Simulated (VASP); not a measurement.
# Ge (Imma) in VASP: notebook

Runs on Ge. Level: PBEsol. Tasks: single point.

Everything below comes from runs of VASP 6.6.1. Logs are shortened: lines on timing, memory, paths and dates and some standing lists are left out, and cuts for length are marked.

## 1. The cell of the first run

Symmetry: Imma, No. 74, orthorhombic system. The conventional cell has a = 3.902 Å, b = 4.157 Å, c = 5.879 Å, α = 90.00°, β = 90.00°, γ = 90.00°. Within 3.2 Å of Ge (site symmetry mm2) lie 4 Ge at 2.44 to 2.55 Å.

## 2. Single point, PBEsol

INCAR reads:

```
PREC = Accurate
ENCUT = 500
EDIFF = 1E-6
ISMEAR = 0
SIGMA = 0.1
LREAL = False
LASPH = True
NELM = 120
ALGO = Normal
ISIF = 2
LWAVE = False
LCHARG = False
GGA = PS
NBANDS = 36
GGA_COMPAT = False
```

KPOINTS reads:

```
regular mesh
0
Gamma
  4 4 6
```

POSCAR reads:

```
Ge
1.0
    4.1570170879      0.0000000000      0.0000000000
    0.0000000000      5.8789099698      0.0000000000
    0.0000000000      0.0000000000      3.9020377840
Ge
4
Direct
    0.0000000000      0.0000000000      0.0000000000
    0.5000000000      0.2500000000      0.0000000000
    0.5000000000      0.5000000000      0.5000042000
    0.0000000000      0.7500000000      0.5000042000
```

Potentials or basis: VASP PAW PBE potentials, release 64 (Ge_d).

The run is started by

```bash
> cat potpaw_PBE.64/Ge_d/POTCAR > POTCAR
> mpirun -np 1 vasp_std > vasp.out
```

OUTCAR:

```text
PREC = Accurate
   ENCUT = 500
   EDIFF = 1E-6
   ISMEAR = 0
   LREAL = False
   LASPH = True
   NELM = 120
   ISIF = 2
   GGA = PS

 ion  position               nearest neighbor table
   1  0.000  0.000  0.000-   4 2.44   4 2.44   2 2.55   2 2.55
   2  0.500  0.250  0.000-   3 2.44   3 2.44   1 2.55   1 2.55
   3  0.500  0.500  0.500-   2 2.44   2 2.44   4 2.55   4 2.55
   4  0.000  0.750  0.500-   1 2.44   1 2.44   3 2.55   3 2.55

  LATTYP: Found a simple orthorhombic cell.
 ALAT       =     3.9020377840
 B/A-ratio  =     1.0653451653
 C/A-ratio  =     1.5066255878

  Lattice vectors:

 A1 = (   0.0000000000,   0.0000000000,   3.9020377840)
 A2 = (   4.1570170879,   0.0000000000,   0.0000000000)
 A3 = (   0.0000000000,   5.8789099698,   0.0000000000)

Analysis of symmetry for initial positions (statically):
=====================================================================
 Subroutine PRICEL returns following result:

  LATTYP: Found a body centered orthorhombic cell.
 ALAT       =     3.9020377840
 B/A-ratio  =     1.0653451653
 C/A-ratio  =     1.5066255878

  Lattice vectors:

 A1 = (  -2.0785085439,  -2.9394549849,  -1.9510352806)
 A2 = (   2.0785085439,  -2.9394549849,   1.9510352806)
 A3 = (  -2.0785085439,   2.9394549849,   1.9510025034)

   2 primitive cells build up your supercell.

 Routine SETGRP: Setting up the symmetry group for a
 simple orthorhombic supercell.

 Subroutine GETGRP returns: Found  8 space group operations
 (whereof  4 operations were pure point group operations)
 out of a pool of  8 trial point group operations.

The static configuration has the point symmetry C_2v.
 The point group associated with its full space group is D_2h.

Analysis of symmetry for dynamics (positions and initial velocities):
=====================================================================
 Subroutine PRICEL returns following result:

  LATTYP: Found a body centered orthorhombic cell.
 ALAT       =     3.9020377840
 B/A-ratio  =     1.0653451653
 C/A-ratio  =     1.5066255878

  Lattice vectors:

 A1 = (  -2.0785085439,  -2.9394549849,  -1.9510352806)
 A2 = (   2.0785085439,  -2.9394549849,   1.9510352806)
 A3 = (  -2.0785085439,   2.9394549849,   1.9510025034)

   2 primitive cells build up your supercell.

 Routine SETGRP: Setting up the symmetry group for a
 simple orthorhombic supercell.

 Subroutine GETGRP returns: Found  8 space group operations
 (whereof  4 operations were pure point group operations)
 out of a pool of  8 trial point group operations.

The dynamic configuration has the point symmetry C_2v.
 The point group associated with its full space group is D_2h.

 Subroutine INISYM returns: Found  8 space group operations
 (whereof  4 operations are pure point group operations),
 and found     2 'primitive' translations

----------------------------------------------------------------------------------------

                                     Primitive cell

  volume of cell :      47.6804

  direct lattice vectors                    reciprocal lattice vectors
    -2.078508544 -2.939454985 -1.951035281    -0.240557106 -0.170099560  0.000000000
     2.078508544 -2.939454985  1.951035281    -0.000002021 -0.170099560  0.256276350
    -2.078508544  2.939454985  1.951002503    -0.240559127  0.000000000  0.256276350

  length of vectors
     4.094768863  4.094768863  4.094753246     0.294621081  0.307589707  0.351491480

  position of ions in fractional coordinates (direct lattice)
     0.000000000  0.000000000  0.000000000
     0.250000000  0.750004200  0.500004200

  ion indices of the primitive-cell ions
   primitive index   ion index
                 1           1
                 2           4

----------------------------------------------------------------------------------------

 KPOINTS: regular mesh

Automatic generation of k-mesh.
 Grid dimensions read from file:
 generate k-points for:    4    4    6

 Generating k-lattice:

  Cartesian coordinates                     Fractional coordinates (reciprocal lattice)
     0.060139276  0.000000000  0.000000000     0.250000000  0.000000000  0.000000000
     0.000000000  0.042524890  0.000000000     0.000000000  0.250000000  0.000000000
     0.000000000  0.000000000  0.042712725     0.000000000  0.000000000  0.166666667

  Length of vectors
     0.060139276  0.042524890  0.042712725

  Shift w.r.t. Gamma in fractional coordinates (k-lattice)
     0.000000000  0.000000000  0.000000000

 Subroutine IBZKPT returns following result:
 ===========================================

 Found     36 irreducible k-points:

 Following reciprocal coordinates:
            Coordinates               Weight
  0.000000  0.000000  0.000000      1.000000
  0.250000  0.000000  0.000000      2.000000
  0.500000  0.000000  0.000000      1.000000
  0.000000  0.250000  0.000000      2.000000
  0.250000  0.250000  0.000000      4.000000
  0.500000  0.250000  0.000000      2.000000
[... 16 lines left out ...]
  0.250000  0.250000  0.333333      8.000000
  0.500000  0.250000  0.333333      4.000000
 [... further k-points ...]
   k-points           NKPTS =     36   k-points in BZ     NKDIM =     36   number of bands    NBANDS=     36
   number of dos      NEDOS =    301   number of ions     NIONS =      4
   total plane-waves  NPLWV =  40320
   dimension x,y,z NGX =    30 NGY =   48 NGZ =   28
   dimension x,y,z NGXF=    60 NGYF=   96 NGZF=   56
   ions per type =               4
   NGX,Y,Z   is equivalent  to a cutoff of  12.00, 13.57, 11.93 a.u.
   NGXF,Y,Z  is equivalent  to a cutoff of  23.99, 27.15, 23.86 a.u.
 SYSTEM =  unknown system
   PREC   = accura    normal or accurate (medium, high low for compatibility)
   ISTART =      0    job   : 0-new  1-cont  2-samecut
   ICHARG =      2    charge: 1-file 2-atom 10-const
   ISPIN  =      1    spin polarized calculation?
   LNONCOLLINEAR =      F non collinear calculations
   LSORBIT =      F    spin-orbit coupling
   LASPH  =      T    aspherical Exc in radial PAW
   ENCUT  =  500.0 eV  36.75 Ry    6.06 a.u.   7.58 10.72  7.11*2*pi/ulx,y,z
   NELM   =    120;   NELMIN=  2; NELMDL= -5     # of ELM steps
   EDIFF  = 0.1E-05   stopping-criterion for ELM
   LREAL  =      F    real-space projection
   EDIFFG = 0.1E-04   stopping-criterion for IOM
   NSW    =      0    number of steps for IOM
   IBRION =     -1    ionic relax: 0-MD 1-quasi-New 2-CG
   NFREE  =      0    steps in history (QN), initial steepest desc. (CG)
   ISIF   =      2    stress and relaxation
   ISYM   =      2    0-nonsym 1-usesym 2-fastsym
   POTIM  = 0.5000    time-step for ionic-motion
   TEBEG  =    0.0;   TEEND  =   0.0 temperature during run
   PSTRESS=    0.0 pullay stress
   NELECT =      56.0000    total number of electrons
   NUPDOWN=      -1.0000    fix difference up-down
   EMIN   =  10.00;   EMAX   =-10.00  energy-range for DOS
   EFERMI =   0.00;   METHOD = LEGACY
   ISMEAR =     0;   SIGMA  =   0.10  broadening in eV -4-tet -1-fermi 0-gaus
   EFERMI_NEDOS =   21; number of points for ismear=-14 and -15
   IALGO  =     38    algorithm
   IMIX   =      4    mixing-type and parameters
     AMIX     =   0.40;   BMIX     =  1.00
     AMIX_MAG =   1.60;   BMIX_MAG =  1.00
  volume/ion in A,a.u.               =      23.84       160.88
  Fermi-wavevector in a.u.,A,eV,Ry     =   1.370926  2.590675 25.571323  1.879439
  Thomas-Fermi vector in A             =   2.496669
   LORBIT       =      0    0 simple, 1 ext, 2 COOP (PROOUT), +10 PAW based schemes
   GGA     = PS    functional components
   LHFCALC =     F    Hartree Fock is set to
   AEXX    =    0.0000 exact exchange contribution
   IVDW    =     0    specifies the selected vdW correction
   LEPSILON=     F    determine dielectric tensor
   LRPA    =     F    only Hartree local field effects (RPA)
 non-spin polarized calculation
 Gauss-broadening in eV      SIGMA  =   0.10
  energy-cutoff  :      500.00
  volume of cell :       95.36
 maximum number of plane-waves:      2454
   NGX = 15   NGY = 21   NGZ = 15

 number of electron      56.0000104 magnetization

 Free energy of the ion-electron system (eV)
  ---------------------------------------------------
  ext. energy  EPLUGINS =         0.00000000
  ---------------------------------------------------
  free energy    TOTEN  =       -19.52513517 eV

  energy without entropy =      -19.52313966  energy(sigma->0) =      -19.52413742

 E-fermi :   4.2973     XC(G=0):  -9.8834

 val. band max:        4.2817492559   @ k =   0.0000   0.0000   0.1667
 cond. band min:       4.4080778027   @ k =   0.0000   0.0000   0.0000
 fundamental gap:      0.1263285468
 Fermi energy:         4.2972877841

 k-point     1 :       0.0000    0.0000    0.0000
  band No.  band energies     occupation
      1     -20.3797      2.00000
      2     -20.3551      2.00000
      3     -20.3369      2.00000
      4     -20.3145      2.00000
      5     -20.2938      2.00000
      6     -20.2937      2.00000
[... 28 lines left out ...]
     35      10.5244      0.00000
     36      13.3865      0.00000

 k-point     2 :       0.2500    0.0000    0.0000
  band No.  band energies     occupation
      1     -20.3792      2.00000
      2     -20.3643      2.00000
      3     -20.3534      2.00000
      4     -20.3254      2.00000
      5     -20.2893      2.00000
      6     -20.2809      2.00000
[... 28 lines left out ...]
     35      11.4895      0.00000
     36      11.6312      0.00000

 k-point     3 :       0.5000    0.0000    0.0000
  band No.  band energies     occupation
      1     -20.3753      2.00000
      2     -20.3753      2.00000
      3     -20.3478      2.00000
      4     -20.3478      2.00000
      5     -20.2751      2.00000
      6     -20.2751      2.00000
[... 28 lines left out ...]
     35       9.6984      0.00000
     36       9.6984      0.00000
[... 742 lines left out ...]
 k-point    23 :       0.2500    0.2500    0.3333
  band No.  band energies     occupation
      1     -20.3729      2.00000
      2     -20.3535      2.00000
      3     -20.3452      2.00000
      4     -20.3413      2.00000
      5     -20.2992      2.00000
      6     -20.2715      2.00000
[... 28 lines left out ...]
     35      10.3804      0.00000
     36      11.0717      0.00000

 k-point    24 :       0.5000    0.2500    0.3333
  band No.  band energies     occupation
      1     -20.3684      2.00000
      2     -20.3684      2.00000
      3     -20.3449      2.00000
      4     -20.3449      2.00000
      5     -20.2755      2.00000
      6     -20.2755      2.00000
[... 28 lines left out ...]
     35      12.1426      0.00000
     36      12.1427      0.00000

 [... further k-points ...]
[... 5 lines left out ...]
  --------------------------------------------------------------------------------------
  -------------------------------------------------------------------------------------
  Total       -3.0260855     -2.5329549      1.7254197      0.0000000      0.0000000      0.0000000
  in kB      -50.8418895    -42.5567003     28.9891340      0.0000000      0.0000000      0.0000000
  external PRESSURE =     -21.4698186 kB  Pullay stress =       0.0000000 kB

 VOLUME and BASIS-vectors are now :
 -----------------------------------------------------------------------------
  energy-cutoff  :      500.00
  volume of cell :       95.36
      direct lattice vectors                 reciprocal lattice vectors
     4.157017088  0.000000000  0.000000000     0.240557106  0.000000000  0.000000000
     0.000000000  5.878909970  0.000000000     0.000000000  0.170099560  0.000000000
     0.000000000  0.000000000  3.902037784     0.000000000  0.000000000  0.256276350

 POSITION                                       TOTAL-FORCE (eV/Angst)
 -----------------------------------------------------------------------------------
      0.00000      0.00000      0.00000        -0.000000      0.460891     -0.000000
      2.07851      1.46973      0.00000         0.000000     -0.460891     -0.000000
      2.07851      2.93945      1.95104         0.000000      0.460891      0.000000
      0.00000      4.40918      1.95104        -0.000000     -0.460891      0.000000
 -----------------------------------------------------------------------------------
    total drift:                                0.000000      0.011792     -0.016750

  FREE ENERGIE OF THE ION-ELECTRON SYSTEM (eV)
  ---------------------------------------------------
  free  energy   TOTEN  =       -19.5251351683 eV

  energy  without entropy=      -19.5231396632  energy(sigma->0) =      -19.52413742
```

Wall time 2 min (1 thread of Oxide Virtual Turin-like, shared host); peak memory 0.2 GiB.

Results:

- Free energy: -19.5251 eV
- Pressure: -2.1 GPa
- Largest force: 0.461 eV/Å
- Band gap on the k mesh: zero (bands 28 and 29 overlap by 0.29 eV)

Forces in eV/Å, atoms in the order of the input:
```
Ge   0.000  0.461  0.000
Ge   0.000 -0.461  0.000
Ge   0.000  0.461  0.000
Ge   0.000 -0.461  0.000
```

Stress tensor (GPa, compression positive):
```
-5.08  0.00  0.00
 0.00 -4.26  0.00
 0.00  0.00  2.90
```

Caveat: the k points lie up to 0.38 Å⁻¹ apart; semilocal functionals underestimate gaps, and a narrow one can read as zero; the PAW data sets were made with another functional, which shifts forces and pressure a little.

## 3. Single point, PBEsol

INCAR reads:

```
ALGO     = Normal         # electronic algorithm
EDIFF    = 1E-6           # SCF threshold, eV
ENCUT    = 500            # plane-wave cutoff, eV
GGA      = PS             # functional
GGA_COMPAT= False        
ISIF     = 2              # what is computed and relaxed
ISMEAR   = 0              # smearing method
LASPH    = True           # aspherical terms in the spheres
LCHARG   = True           # write CHGCAR
LELF     = True           # ELF
LREAL    = False          # projectors in reciprocal space
LVHAR    = True         
LWAVE    = False          # write WAVECAR
NBANDS   = 36             # bands
NELM     = 120            # most SCF steps
PREC     = Accurate       # precision mode
SIGMA    = 0.1            # smearing width, eV
```

KPOINTS reads:

```
k-points
0
Gamma
  10 8 12
```

POSCAR is that of step 2.

Potentials or basis: VASP PAW PBE potentials, release 64 (Ge_d).

The run is started by

```bash
> cat potpaw_PBE.64/Ge_d/POTCAR > POTCAR
> mpirun -np 1 vasp_std > vasp.out
```

Wall time 9.3 min (1 thread of Oxide Virtual Turin-like, shared host); peak memory 0.5 GiB.

Results (log left out):

* Free energy: -19.6160 eV
* Pressure: -2.4 GPa
* Largest force: 0.439 eV/Å
* Band gap on the k mesh: zero (bands 28 and 29 overlap by 0.36 eV)

Forces in eV/Å, atoms in the order of the input:
```
Ge   0.000  0.439  0.000
Ge   0.000 -0.439  0.000
Ge   0.000  0.439  0.000
Ge   0.000 -0.439  0.000
```

Stress tensor (GPa, compression positive):
```
-6.11  0.00  0.00
 0.00 -3.96  0.00
 0.00  0.00  2.88
```

Levels at points of the mesh, in eV from the Fermi level:
```
           k point  band 25  band 26  band 27  band 28  band 29  band 30  band 31  band 32
(0.00, 0.00, 0.00)    -2.42    -0.55    -0.17     0.06     0.18     0.57     1.30     2.03
(0.50, 0.00, 0.00)    -3.79    -3.79    -1.09    -1.09     2.34     2.34     4.83     4.83
(0.00, 0.50, 0.00)    -2.04    -2.04    -1.51    -1.51     1.18     1.18     2.62     2.62
(0.50, 0.50, 0.00)    -1.30    -1.30    -1.02    -1.02     0.17     0.17     3.57     3.57
(0.00, 0.00, 0.50)    -3.70    -3.70    -1.36    -1.36     1.66     1.66     4.37     4.37
(0.50, 0.00, 0.50)    -2.95    -2.95    -2.95    -2.95     0.68     0.68     0.68     0.68
(0.00, 0.50, 0.50)    -1.60    -1.60    -1.27    -1.27    -0.23    -0.23     3.47     3.47
(0.50, 0.50, 0.50)    -3.66    -3.66    -3.66    -3.66     3.82     3.82     3.82     3.82
```

Caveat: the stress differs along the axes, from -6 to 3 GPa; semilocal functionals underestimate gaps, and a narrow one can read as zero; the PAW data sets were made with another functional, which shifts forces and pressure a little.

The gap in the log of VASP goes by the Fermi energy; the results here count the filled bands.